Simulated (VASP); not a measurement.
Runs of VASP 6.6.1 on Zr. The structure is that of space group Fm-3m (No. 225), or close to it. The cells are those of the table. 

```tsv
task	cell	k mesh	cutoff (eV)	gap on the mesh (eV)	pressure (GPa)
single point	a = 3.321 Å, angles 60.0°, 1 atom	6 × 6 × 6	500	none	-11.0
single point	a = 3.156 Å, angles 60.0°, 1 atom	16 × 16 × 16	520	none	(a)
relaxation of cell and atoms	relaxed from a = 3.321 Å, angles 60.0°, 1 atom	8 × 8 × 8	500	none	-0.3
single point	a = 3.152 Å, angles 60.0°, 1 atom	8 × 8 × 8	500	none	0.2
```

Alike in all rows: level PBEsol; potentials or basis VASP PAW PBE potentials, release 64 (Zr_sv); no spin polarisation; smearing gaussian 0.1 eV.

Q: Fill in the values left out.

A: (a) 0.1.

Caveats: some runs use coarse meshes; the PAW data sets were made with another functional, which shifts forces and pressure a little.

A k mesh can miss the band edges, and the runs leave out spin-orbit coupling on Zr.

A gap of «none» marks levels without a gap at the run's occupations.
